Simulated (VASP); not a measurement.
**In5Sb: relaxation of cell and atoms with PBE**

In5Sb:

```
CELL_PARAMETERS angstrom
0.00000 4.44254 4.44254
4.44254 0.00000 4.44254
4.44254 4.44254 0.00000
ATOMIC_POSITIONS crystal
In 0.12482 0.62506 0.62506
In 0.62506 0.12482 0.62506
In 0.25000 0.25000 0.25000
In 0.62506 0.62506 0.12482
In 0.62506 0.62506 0.62506
Sb 0.00000 0.00000 0.00000
```

The cell was generated, and may not be a known phase.

- Program: VASP 6.6.1
- Task: relaxation of cell and atoms
- Functional: PBE
- Potentials or basis: VASP PAW PBE potentials, release 64 (In_d, Sb)
- Cutoff: 600 eV
- k mesh: 8 × 8 × 8
- Occupations: gaussian, width 0.1 eV
- Spin: no spin polarisation
- Dipole correction: no
- Further INCAR settings: ALGO = Fast; EDIFF = 1e-06; IBRION = 2; EDIFFG = -0.01; NSW = 100; ISIF = 3

* Relaxed volume: 29.12 Å³/atom
* Relaxed cell: a = 6.275 Å, b = 6.275 Å, c = 6.275 Å, α = 60.00°, β = 60.00°, γ = 60.00°
* Space group after relaxing (to 0.1 Å): F-43m (No. 216)
* Energy gained by relaxing: 0.1 meV/atom
* Ionic steps: 4
* Pressure after relaxing: 0.0 GPa
* Largest force after relaxing: 0.010 eV/Å
* Band gap on the k mesh: zero (bands 35 and 36 overlap by 1.88 eV)

Forces on the atoms (eV/Å):
```
In   0.006 -0.006 -0.006
In  -0.006  0.006 -0.006
In   0.000  0.000  0.000
In  -0.006 -0.006  0.006
In   0.006  0.006  0.006
Sb   0.000  0.000  0.000
```

The path:
| step | energy change (eV) | largest force (eV/Å) | pressure (GPa) | volume (Å³) |
| --- | --- | --- | --- | --- |
| 1 | 0.0000 | 0.0334 | -0.15 | 175.36 |
| 2 | -0.0005 | 0.0131 | 0.05 | 174.68 |
| 3 | -0.0005 | 0.0177 | -0.04 | 174.73 |
| 4 | -0.0005 | 0.0098 | 0.00 | 174.70 |

Final structure:
```
In Sb
1.0
     0.00000    4.43694    4.43694
     4.43694    0.00000    4.43694
     4.43694    4.43694    0.00000
In Sb
5 1
Cartesian
  5.5476 3.3263 3.3263
  3.3263 5.5476 3.3263
  2.2185 2.2185 2.2185
  3.3263 3.3263 5.5476
  5.5476 5.5476 5.5476
  0.0000 0.0000 0.0000
```

Levels at points of the mesh, in eV from the Fermi level:
```
           k point  band 33  band 34  band 35  band 36  band 37  band 38
(0.00, 0.00, 0.00)    -2.41    -2.41    -2.41    -0.51    -0.51    -0.51
(0.50, 0.00, 0.00)    -2.63    -0.97     0.05     0.68     0.68     1.56
(0.50, 0.50, 0.00)    -0.03    -0.03    -0.01     1.31     1.87     1.87
```

It took 10 min on 1 thread of Intel(R) Xeon(R) 6975P-C (Granite Rapids), on a shared host, peak memory 0.5 GiB.

Caveat: spin-orbit coupling is left out, which moves the levels of the heavy elements.
